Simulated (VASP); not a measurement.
# Li: single point with PBE+D3(BJ)

Crystal: Li.

```
Li
1.0
     0.00000    5.38841    5.09300
    -4.66650   -2.69421    5.09300
     4.66650   -2.69421    5.09300
Li
18
Cartesian
  -1.5529 -1.1580 6.2002
  1.2779 -0.8854 11.6534
  1.3916 -0.8838 6.2574
  -0.1778 -3.5955 11.4443
  -0.1213 1.8467 6.4963
  0.0347 1.6978 11.0838
  3.1034 1.8427 11.5247
  -1.8367 -0.8427 11.5600
  -3.0937 1.8950 11.4862
  -0.1372 -1.8114 8.9925
  -1.4736 0.9078 8.7840
  -1.5232 0.9555 4.1243
  1.4955 0.9487 3.9437
  1.8807 0.8409 8.9843
  -2.9653 -1.7201 3.7370
  0.2375 -1.8498 3.5646
  0.1959 3.6147 4.0220
  3.2644 -1.8033 3.6521
```

This cell differs from its parent crystal: dynamics (nvt nose hoover) at 200 K, volume x 1.0, from the last frame before.

```
Program             : VASP 6.6.1
Task                : single point
Functional          : PBE
Dispersion          : D3(BJ)
Potentials or basis : VASP PAW PBE potentials, release 64 (Li_sv)
Cutoff              : 520 eV
k mesh              : 2 × 2 × 2, shifted
Occupations         : fermi-dirac, width 0.05 eV
Spin                : no spin polarisation
```

```yaml
Largest_force: 0.253 eV/Å
Band_gap_on_the_k_mesh: zero (band 27 reaches 0.69 eV, above the bottom of band 28 at 0.21 eV)
Dispersion_energy_per_atom: -0.161 eV
```

Forces in eV/Å, atoms in the order of the input:
```
Li  -0.041  0.205  0.143
Li   0.119 -0.100 -0.128
Li   0.065 -0.057  0.104
Li   0.077  0.041  0.119
Li  -0.012 -0.052 -0.064
Li  -0.036  0.043  0.196
Li   0.003 -0.006 -0.038
Li   0.087 -0.003 -0.118
Li   0.013 -0.055 -0.101
Li   0.114  0.055 -0.101
Li  -0.025 -0.045  0.045
Li  -0.012 -0.087 -0.149
Li   0.008 -0.026 -0.147
Li  -0.169 -0.010 -0.066
Li  -0.064 -0.032  0.010
Li  -0.068  0.055  0.214
Li  -0.076  0.036  0.012
Li   0.017  0.038  0.072
```

Levels at points of the mesh, in eV from the Fermi level:
```tsv
k point	band 23	band 24	band 25	band 26	band 27	band 28	band 29	band 30
(0.25, 0.25, 0.25)	-1.26	-1.17	-1.15	-1.12	-0.47	-0.43	-0.40	1.42
```

Run time: 93 s on 1 thread of Intel(R) Xeon(R) Platinum 8259CL CPU @ 2.50GHz (Skylake/Cascade Lake) (shared host), peak memory 0.38 GiB.

Caveat: the k points lie up to 0.44 Å⁻¹ apart.
